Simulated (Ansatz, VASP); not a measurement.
## One calculation of Pd, two programs

```
Pd
1.0
     0.00000    1.97325    1.97325
     1.97325    0.00000    1.97325
     1.97325    1.97325    0.00000
Pd
1
Direct
  0.00000 0.00000 0.00000
```

Alike in both runs: functional PBE; k mesh 14 × 14 × 14; occupations fermi-dirac, width 0.1 eV; no spin polarisation.

Ansatz relaxed the structure, and its values are those at the end. VASP's run is a single point on that final structure, the one shown.

```csv
,VASP,Ansatz
version,VASP 6.6.1,Ansatz 0.2.0
potentials or method,"VASP PAW PBE potentials, release 64 (Pd), cutoff 520 eV","plane waves, PAW"
valence electrons in the cell,10,18
```

VASP gave:

* pressure (GPa): -0.2

Q: Estimate Ansatz's values.

A: Pressure (GPa): 0.0.

With one functional, cell and mesh, what is left measures potentials, basis and numerics. VASP's potentials hold 10 valence electrons a cell and Ansatz's 18, so a difference there can come from the potentials and not from the codes.
